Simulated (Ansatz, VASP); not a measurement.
# Hf: VASP beside Ansatz

```
Hf
1.0
     0.00000    2.11751    2.11751
     2.11751    0.00000    2.11751
     2.11751    2.11751    0.00000
Hf
1
Direct
  0.00000 0.00000 0.00000
```

Alike in both runs: task single point; functional PBEsol; k mesh 14 × 14 × 14; occupations fermi-dirac, width 0.1 eV; no spin polarisation.

```csv
,VASP,Ansatz
version,VASP 6.6.1,Ansatz 0.2.0
potentials or method,"VASP PAW PBE potentials, release 64 (Hf_pv), cutoff 520 eV","plane waves (420 eV) with PAW, scalar-relativistic"
valence electrons in the cell,10,26
```

Ansatz gave:

| Property | Result |
| --- | --- |
| pressure (GPa) | 17.3 |

Estimate VASP's values.

pressure (GPa): 17.0.

VASP's potentials were made for PBE, not for PBEsol, and Ansatz warns of the same on its side. VASP's potentials hold 10 valence electrons a cell and Ansatz's 26, so a difference there can come from the potentials and not from the codes.

Neither program's run includes spin-orbit coupling.
